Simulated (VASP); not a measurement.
Runs of VASP 6.6.1 on TeRu. The structure is cubic, space group F-43m (No. 216). The conventional cell has a = 6.228 Å, b = 6.228 Å, c = 6.228 Å, α = 90.00°, β = 90.00°, γ = 90.00°. Ru (site symmetry -43m) has 4 Te at 2.70 Å within 3.6 Å. Te (site symmetry -43m) has 4 Ru at 2.70 Å within 3.6 Å. 

```csv
spin,fixed moment (μB),gap on the mesh (eV),pressure (GPa),moment (μB)
"collinear, ferromagnetic start",-,none,(b),(a)
off,-,none,-13.6,-
"collinear, ferromagnetic start",1.0,-,-9.8,1.00
"collinear, ferromagnetic start",2.0,-,-2.9,2.00
"collinear, zero start",0.0,-,-13.6,0.00
"collinear, ferromagnetic start",4.4,-,5.2,4.40
```

Alike in all rows: task single point; level LDA+U; potentials or basis VASP PAW LDA potentials, release 64 (Ru_pv, Te); Ru d U = 6.0 eV; cell as given; k mesh 5 × 5 × 5; cutoff (eV) 500; smearing gaussian 0.05 eV.

**Question.** Fill in the values left out.

**Answer.** (a) 3.10; (b) -3.5.

Caveats: spin-orbit coupling is left out, which moves the levels of the heavy elements; the U is typed as a test and isn't derived for this compound; the cell stands under tension (at least some runs); the total moment is fixed, so each spin has its own Fermi level and the state may be an excited one (at least some runs); an empty level that is flat over the whole mesh can mark a ghost state of the potentials, or a narrow d or f band (at least some runs); U without spin polarisation on a metal has little footing (at least some runs); the total moment is fixed, so each spin has its own Fermi level (at least some runs).

A k mesh can miss the band edges, and the runs leave out spin-orbit coupling on Ru, Te.

A gap of «none» marks levels without a gap at the run's occupations.
